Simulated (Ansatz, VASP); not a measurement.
# Two plane-wave programs on TiO2

Contents of INCAR:

```
PREC     = Accurate       # precision mode
ENCUT    = 520            # plane-wave cutoff, eV
EDIFF    = 1E-6           # SCF threshold, eV
ISMEAR   = 0              # smearing method
SIGMA    = 0.05           # smearing width, eV
LREAL    = F              # projectors in reciprocal space
LASPH    = T              # aspherical terms in the spheres
NELM     = 150            # most SCF steps
ALGO     = Normal         # electronic algorithm
ISIF     = 2              # what is computed and relaxed
LWAVE    = F              # write WAVECAR
LCHARG   = T              # write CHGCAR
LMAXMIX  = 4              # l up to which the mixer works
LDAU     = T              # DFT+U
LDAUTYPE = 2            
LDAUL    = 2 -1           # shell
LDAUU    = 4 0            # U, eV
LDAUJ    = 0 0          
LDAUPRINT= 1            
GGA      = PE             # functional
IVDW     = 12             # dispersion correction
LELF     = T              # ELF
LVHAR    = T            
NBANDS   = 19             # bands
```

Contents of KPOINTS:

```
regular mesh
0
Gamma
  9 9 9
```

The input POSCAR:

```
TiO2
1.0
    1.5040433916      0.8683598570      4.1903000000
   -1.5040433916      0.8683598570      4.1903000000
    0.0000000000     -1.7367197141      4.1903000000
Ti O
1 2
Direct
    0.0000000000      0.0000000000      0.0000000000
    0.6017580785      0.6017580785      0.6017580785
    0.3982419215      0.3982419215      0.3982419215
```

Input for Ansatz:

```yaml
crystal:
  lattice:
    - [1.5040433916, 0.868359857, 4.1903]
    - [-1.5040433916, 0.868359857, 4.1903]
    - [0.0, -1.7367197141, 4.1903]
  atoms:
    - { symbol: Ti, position: [0.0, 0.0, 0.0] }
    - { symbol: O, position: [0.6017580785, 0.6017580785, 0.6017580785] }
    - { symbol: O, position: [0.3982419215, 0.3982419215, 0.3982419215] }
basis:
  ecutwfc: 520.0
kpoints:
  mp_grid: { grid: [9, 9, 9] }
hamiltonian:
  xc: pbe
  pseudopotentials: { kind: paw, azcp: { folder: soft_1 } }
  dispersion: d3bj
  hubbard: { sites: [{ species: Ti, l: d, u_eff: 4.0 }] }
scf:
  occupations: { method: gaussian, width: 0.05 }
output:
  forces: true
  stress: true
  eigenvalues: true
```

Alike in both runs: task single point; functional PBE; dispersion D3(BJ); k mesh 9 × 9 × 9; occupations gaussian, width 0.05 eV; no spin polarisation; Hubbard terms Ti d U = 4.0 eV.

|  | VASP | Ansatz |
| --- | --- | --- |
| version | VASP 6.6.1 | Ansatz 0.2.0 |
| potentials or method | VASP PAW PBE potentials, release 64 (Ti_sv, O), cutoff 520 eV | scalar-relativistic, plane waves, PAW |
| valence electrons in the cell | 24 | 24 |

```tsv
	VASP	Ansatz	Ansatz less VASP
gap on the k mesh at the Fermi level (eV)	2.84	2.79	-0.052
least direct gap on the mesh (eV)	3.28	3.20	-0.082
rms of the force components (eV/Å)	1.365	1.165	-0.2005
```

The programs project onto different local orbitals, so the same U acts differently, and such runs can settle in different states. Atom by atom the forces differ by 0.200 eV/Å (rms over components).
